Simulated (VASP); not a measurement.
# BN in VASP: single point with LDA

Aim: the single point of BN with LDA.

Everything below comes from runs of VASP 6.6.1. Logs are shortened: lines on timing, memory, paths and dates and some standing lists are left out, and cuts for length are marked.

## (1) The cell of the first run

The cell holds a slab with vacuum, 24 atoms: a = 2.504 Å, b = 6.661 Å, c = 31.565 Å, α = 90.00°, β = 90.00°, γ = 90.00°.

## (2) Single point, LDA

Contents of INCAR:

```
SYSTEM = BN
  PREC = Accurate
  ENCUT = 520
  EDIFF = 1E-6
  ISMEAR = 0
  SIGMA = 0.05
  LREAL = Auto
  LASPH = .TRUE.
  NELM = 80
  ALGO = Normal
  ISIF = 2
  LWAVE = .FALSE.
  LCHARG = .FALSE.
  LDIPOL = .TRUE.
  IDIPOL = 3
  DIPOL = 0.5 0.5 0.500
  NBANDS = 66
```

Contents of KPOINTS:

```
Automatic mesh
0
G
  10 4 1
  0 0 0
```

Contents of POSCAR:

```
BN
1.0
    2.5039917000      0.0000000000      0.0000000000
    0.0000000000      6.6612000000      0.0000000000
    0.0000000000      0.0000000000     31.5654422331
B N
12 12
Direct
    0.0000000000      0.7500000000      0.3168021511
    0.5000000000      0.2500000000      0.3397018834
    0.5000000000      0.7500000000      0.3855013480
    0.0000000000      0.2500000000      0.4084010709
    0.0000000000      0.7500000000      0.4542005354
    0.5000000000      0.2500000000      0.4771002677
    0.5000000000      0.7500000000      0.5227927868
    0.0000000000      0.2500000000      0.5450973576
    0.0000000000      0.7500000000      0.5913288020
    0.5000000000      0.2500000000      0.6127675678
    0.5000000000      0.7500000000      0.6611390211
    0.0000000000      0.2500000000      0.6786907623
    0.0000000000      0.2500000000      0.3168021511
    0.5000000000      0.7500000000      0.3397018834
    0.5000000000      0.2500000000      0.3855013480
    0.0000000000      0.7500000000      0.4084010709
    0.0000000000      0.2500000000      0.4542005354
    0.5000000000      0.7500000000      0.4771002677
    0.5000000000      0.2500000000      0.5229244970
    0.0000000000      0.7500000000      0.5452619119
    0.0000000000      0.2500000000      0.5911965535
    0.5000000000      0.7500000000      0.6134211421
    0.5000000000      0.2500000000      0.6599716659
    0.0000000000      0.7500000000      0.6809460858
```

Potentials or basis: VASP PAW LDA potentials, release 64 (B, N).

The run is started by

```
$ cat potpaw_LDA.64/B/POTCAR potpaw_LDA.64/N/POTCAR > POTCAR
$ mpirun -np 1 vasp_std > vasp.out
```

OUTCAR:

```text
SYSTEM = BN
   PREC = Accurate
   ENCUT = 520
   EDIFF = 1E-6
   ISMEAR = 0
   LREAL = Auto
   LASPH = .TRUE.
   NELM = 80
   ISIF = 2

 ion  position               nearest neighbor table
   1  0.000  0.750  0.317-  14 1.45  14 1.45
   2  0.500  0.250  0.340-  13 1.45  13 1.45  15 1.45
   3  0.500  0.750  0.386-  16 1.45  16 1.45  14 1.45
   4  0.000  0.250  0.408-  15 1.45  15 1.45  17 1.45
   5  0.000  0.750  0.454-  18 1.45  18 1.45  16 1.45
   6  0.500  0.250  0.477-  17 1.45  17 1.45  19 1.45
   7  0.500  0.750  0.523-  20 1.44  20 1.44  18 1.44
   8  0.000  0.250  0.545-  19 1.43  19 1.43  21 1.46
   9  0.000  0.750  0.591-  22 1.43  22 1.43  20 1.45
  10  0.500  0.250  0.613-  21 1.43  21 1.43  23 1.49
  11  0.500  0.750  0.661-  24 1.40  24 1.40  22 1.51
  12  0.000  0.250  0.679-  23 1.38  23 1.38
  13  0.000  0.250  0.317-   2 1.45   2 1.45
  14  0.500  0.750  0.340-   1 1.45   1 1.45   3 1.45
  15  0.500  0.250  0.386-   4 1.45   4 1.45   2 1.45
  16  0.000  0.750  0.408-   3 1.45   3 1.45   5 1.45
  17  0.000  0.250  0.454-   6 1.45   6 1.45   4 1.45
  18  0.500  0.750  0.477-   7 1.44   5 1.45   5 1.45
  19  0.500  0.250  0.523-   8 1.43   8 1.43   6 1.45
  20  0.000  0.750  0.545-   7 1.44   7 1.44   9 1.45
  21  0.000  0.250  0.591-  10 1.43  10 1.43   8 1.46
  22  0.500  0.750  0.613-   9 1.43   9 1.43  11 1.51
  23  0.500  0.250  0.660-  12 1.38  12 1.38  10 1.49
  24  0.000  0.750  0.681-  11 1.40  11 1.40

  LATTYP: Found a simple orthorhombic cell.
 ALAT       =     2.5039917000
 B/A-ratio  =     2.6602324600
 C/A-ratio  =    12.6060490668

  Lattice vectors:

 A1 = (   2.5039917000,   0.0000000000,   0.0000000000)
 A2 = (   0.0000000000,   6.6612000000,   0.0000000000)
 A3 = (   0.0000000000,   0.0000000000,  31.5654422331)

Analysis of symmetry for initial positions (statically):
=====================================================================
 Subroutine PRICEL returns:
 Original cell was already a primitive cell.

 Routine SETGRP: Setting up the symmetry group for a
 simple orthorhombic supercell.

 Subroutine GETGRP returns: Found  4 space group operations
 (whereof  2 operations were pure point group operations)
 out of a pool of  8 trial point group operations.

The static configuration has the point symmetry C_1h.
 The point group associated with its full space group is C_2v.

Analysis of symmetry for dynamics (positions and initial velocities):
=====================================================================
 Subroutine PRICEL returns:
 Original cell was already a primitive cell.

 Routine SETGRP: Setting up the symmetry group for a
 simple orthorhombic supercell.

 Subroutine GETGRP returns: Found  4 space group operations
 (whereof  2 operations were pure point group operations)
 out of a pool of  8 trial point group operations.

The dynamic configuration has the point symmetry C_1h.
 The point group associated with its full space group is C_2v.

 Subroutine INISYM returns: Found  4 space group operations
 (whereof  2 operations are pure point group operations),
 and found     1 'primitive' translations

----------------------------------------------------------------------------------------

                                     Primitive cell

  volume of cell :     526.4986

  direct lattice vectors                    reciprocal lattice vectors
     2.503991700  0.000000000  0.000000000     0.399362346  0.000000000  0.000000000
     0.000000000  6.661200000  0.000000000     0.000000000  0.150123101  0.000000000
     0.000000000  0.000000000 31.565442233     0.000000000  0.000000000  0.031680215

  length of vectors
     2.503991700  6.661200000 31.565442233     0.399362346  0.150123101  0.031680215

  position of ions in fractional coordinates (direct lattice)
     0.000000000  0.750000000  0.316802151
     0.500000000  0.250000000  0.339701883
     0.500000000  0.750000000  0.385501348
     0.000000000  0.250000000  0.408401071
     0.000000000  0.750000000  0.454200535
     0.500000000  0.250000000  0.477100268
[... 16 lines left out ...]
     0.500000000  0.250000000  0.659971666
     0.000000000  0.750000000  0.680946086

  ion indices of the primitive-cell ions
   primitive index   ion index
                 1           1
                 2           2
                 3           3
                 4           4
                 5           5
                 6           6
[... 16 lines left out ...]
                23          23
                24          24

----------------------------------------------------------------------------------------

 KPOINTS: Automatic mesh

Automatic generation of k-mesh.
 Grid dimensions read from file:
 generate k-points for:   10    4    1

 Generating k-lattice:

  Cartesian coordinates                     Fractional coordinates (reciprocal lattice)
     0.039936235  0.000000000  0.000000000     0.100000000  0.000000000  0.000000000
     0.000000000  0.037530775  0.000000000     0.000000000  0.250000000  0.000000000
     0.000000000  0.000000000  0.031680215     0.000000000  0.000000000  1.000000000

  Length of vectors
     0.039936235  0.037530775  0.031680215

  Shift w.r.t. Gamma in fractional coordinates (k-lattice)
     0.000000000  0.000000000  0.000000000

 Subroutine IBZKPT returns following result:
 ===========================================

 Found     18 irreducible k-points:

 Following reciprocal coordinates:
            Coordinates               Weight
  0.000000  0.000000  0.000000      1.000000
  0.100000  0.000000  0.000000      2.000000
  0.200000  0.000000  0.000000      2.000000
  0.300000  0.000000  0.000000      2.000000
  0.400000  0.000000  0.000000      2.000000
  0.500000  0.000000  0.000000      1.000000
[... 10 lines left out ...]
  0.400000  0.500000  0.000000      2.000000
  0.500000  0.500000  0.000000      1.000000
   k-points           NKPTS =     18   k-points in BZ     NKDIM =     18   number of bands    NBANDS=     66
   number of dos      NEDOS =    301   number of ions     NIONS =     24
   total plane-waves  NPLWV = 240000
   dimension x,y,z NGX =    20 NGY =   50 NGZ =  240
   dimension x,y,z NGXF=    40 NGYF=  100 NGZF=  480
   ions per type =              12  12
   NGX,Y,Z   is equivalent  to a cutoff of  13.28, 12.48, 12.64 a.u.
   NGXF,Y,Z  is equivalent  to a cutoff of  26.56, 24.96, 25.28 a.u.
 SYSTEM =  BN
   PREC   = accura    normal or accurate (medium, high low for compatibility)
   ISTART =      0    job   : 0-new  1-cont  2-samecut
   ICHARG =      2    charge: 1-file 2-atom 10-const
   ISPIN  =      1    spin polarized calculation?
   LNONCOLLINEAR =      F non collinear calculations
   LSORBIT =      F    spin-orbit coupling
   LASPH  =      T    aspherical Exc in radial PAW
   ENCUT  =  520.0 eV  38.22 Ry    6.18 a.u.   4.66 12.39 58.69*2*pi/ulx,y,z
   NELM   =     80;   NELMIN=  2; NELMDL= -5     # of ELM steps
   EDIFF  = 0.1E-05   stopping-criterion for ELM
   LREAL  =      T    real-space projection
   EDIFFG = 0.1E-04   stopping-criterion for IOM
   NSW    =      0    number of steps for IOM
   IBRION =     -1    ionic relax: 0-MD 1-quasi-New 2-CG
   NFREE  =      0    steps in history (QN), initial steepest desc. (CG)
   ISIF   =      2    stress and relaxation
   ISYM   =      2    0-nonsym 1-usesym 2-fastsym
   POTIM  = 0.5000    time-step for ionic-motion
   TEBEG  =    0.0;   TEEND  =   0.0 temperature during run
   PSTRESS=    0.0 pullay stress
   NELECT =      96.0000    total number of electrons
   NUPDOWN=      -1.0000    fix difference up-down
   EMIN   =  10.00;   EMAX   =-10.00  energy-range for DOS
   EFERMI =   0.00;   METHOD = LEGACY
   ISMEAR =     0;   SIGMA  =   0.05  broadening in eV -4-tet -1-fermi 0-gaus
   EFERMI_NEDOS =   21; number of points for ismear=-14 and -15
   IALGO  =     38    algorithm
   IMIX   =      4    mixing-type and parameters
     AMIX     =   0.40;   BMIX     =  1.00
     AMIX_MAG =   1.60;   BMIX_MAG =  1.00
  volume/ion in A,a.u.               =      21.94       148.04
  Fermi-wavevector in a.u.,A,eV,Ry     =   0.928324  1.754278 11.725298  0.861785
  Thomas-Fermi vector in A             =   2.054488
   LORBIT       =      0    0 simple, 1 ext, 2 COOP (PROOUT), +10 PAW based schemes
   GGA     = CA    functional components
   LHFCALC =     F    Hartree Fock is set to
   AEXX    =    0.0000 exact exchange contribution
   IVDW    =     0    specifies the selected vdW correction
   LEPSILON=     F    determine dielectric tensor
   LRPA    =     F    only Hartree local field effects (RPA)
 non-spin polarized calculation
 Gauss-broadening in eV      SIGMA  =   0.05
  energy-cutoff  :      520.00
  volume of cell :      526.50
 maximum number of plane-waves:     14281
 NGX is ok and might be reduce to    20
   NGX =  9   NGY = 25   NGZ =117

 dipolmoment           0.000000      0.000000      0.002884 electrons x Angstroem

 number of electron      96.0000017 magnetization

 dipolmoment           0.000000      0.000000     -0.050806 electrons x Angstroem

 Free energy of the ion-electron system (eV)
  ---------------------------------------------------
  ext. energy  EPLUGINS =         0.00000000
  ---------------------------------------------------
  free energy    TOTEN  =      -218.24586661 eV

  energy without entropy =     -218.23777969  energy(sigma->0) =     -218.24182315

 E-fermi :  -2.2708     XC(G=0):  -4.9079

 val. band max:       -2.2753967177   @ k =   0.1000   0.5000   0.0000
 cond. band min:      -2.2530639963   @ k =   0.5000   0.5000   0.0000
 fundamental gap:      0.0223327214
 Fermi energy:        -2.2708078494

 k-point     1 :       0.0000    0.0000    0.0000
  band No.  band energies     occupation
      1     -22.3030      2.00000
      2     -21.4463      2.00000
      3     -21.2532      2.00000
      4     -20.8004      2.00000
      5     -20.4911      2.00000
      6     -20.1135      2.00000
[... 1123 lines left out ...]
     59       1.6689      0.00000
     60       1.6845      0.00000
 [bands above 60 left out]

------------------------ aborting loop because EDIFF is reached ----------------------------------------

 vacuum level on the upper side and lower side of the slab       (xc-potential included)        -0.288         0.260

  FORCE on cell =-STRESS in cart. coord.  units (eV):
  Direction    XX          YY          ZZ          XY          YZ          ZX
  --------------------------------------------------------------------------------------
  -------------------------------------------------------------------------------------
  Total       -7.1064492     -6.7858975     -2.2889642      0.0000000      0.0000000      0.0000000
  in kB      -21.6254922    -20.6500279     -6.9655007      0.0000000      0.0000000      0.0000000
  external PRESSURE =     -16.4136736 kB  Pullay stress =       0.0000000 kB

 VOLUME and BASIS-vectors are now :
 -----------------------------------------------------------------------------
  energy-cutoff  :      520.00
  volume of cell :      526.50
      direct lattice vectors                 reciprocal lattice vectors
     2.503991700  0.000000000  0.000000000     0.399362346  0.000000000  0.000000000
     0.000000000  6.661200000  0.000000000     0.000000000  0.150123101  0.000000000
     0.000000000  0.000000000 31.565442233     0.000000000  0.000000000  0.031680215

 POSITION                                       TOTAL-FORCE (eV/Angst)
 -----------------------------------------------------------------------------------
      0.00000      4.99590     10.00000         0.000000      0.000000      1.971644
      1.25200      1.66530     10.72284         0.000000      0.000000     -2.995017
      1.25200      4.99590     12.16852         0.000000      0.000000      1.087588
      0.00000      1.66530     12.89136         0.000000      0.000000     -0.692602
      0.00000      4.99590     14.33704         0.000000      0.000000      0.274921
      1.25200      1.66530     15.05988         0.000000      0.000000     -0.571104
[... 16 lines left out ...]
      1.25200      1.66530     20.83230         0.000000      0.000000      0.030776
      0.00000      4.99590     21.49436         0.000000      0.000000      0.017716
 -----------------------------------------------------------------------------------
    total drift:                                0.000000      0.000000      0.006117

  FREE ENERGIE OF THE ION-ELECTRON SYSTEM (eV)
  ---------------------------------------------------
  free  energy   TOTEN  =      -218.2458666067 eV

  energy  without entropy=     -218.2377796874  energy(sigma->0) =     -218.24182315

 vacuum level on the upper side and lower side of the slab         3.796         4.380
```

It took 35 min on 1 thread of Intel Xeon Platinum 8259CL at 2.50GHz (Skylake/Cascade Lake), shared host; peak memory 0.64 GiB.

What came out:

* Free energy: -218.2459 eV
* Largest force: 2.995 eV/Å
* Band gap on the k mesh: zero (bands 48 and 49 overlap by 0.07 eV)

Forces in eV/Å, atoms in the order of the input:
```
B    0.000  0.000  1.972
B    0.000  0.000 -2.995
B    0.000  0.000  1.088
B    0.000  0.000 -0.693
B    0.000  0.000  0.275
B    0.000  0.000 -0.571
B    0.000  0.000  0.003
B    0.000  0.000  0.004
B    0.000  0.000  0.000
B    0.000  0.000 -0.003
B    0.000  0.000  0.023
B    0.000  0.000  0.019
N    0.000  0.000  1.973
N    0.000  0.000 -2.301
N    0.000  0.000  1.612
N    0.000  0.000 -0.607
N    0.000  0.000  0.629
N    0.000  0.000 -0.477
N    0.000  0.000 -0.001
N    0.000  0.000 -0.004
N    0.000  0.000  0.004
N    0.000  0.000  0.002
N    0.000  0.000  0.031
N    0.000  0.000  0.018
```

Levels at points of the mesh, in eV from the Fermi level:
```csv
k point,band 46,band 47,band 48,band 49,band 50,band 51
"(0.00, 0.00, 0.00)",-1.62,-0.40,-0.23,0.08,0.25,2.72
"(0.50, 0.00, 0.00)",-0.56,-0.38,0.02,0.04,0.45,1.71
"(0.00, 0.50, 0.00)",-1.77,-0.14,-0.11,-0.05,0.15,3.12
"(0.50, 0.50, 0.00)",-0.54,-0.35,0.02,0.40,0.77,1.12
```
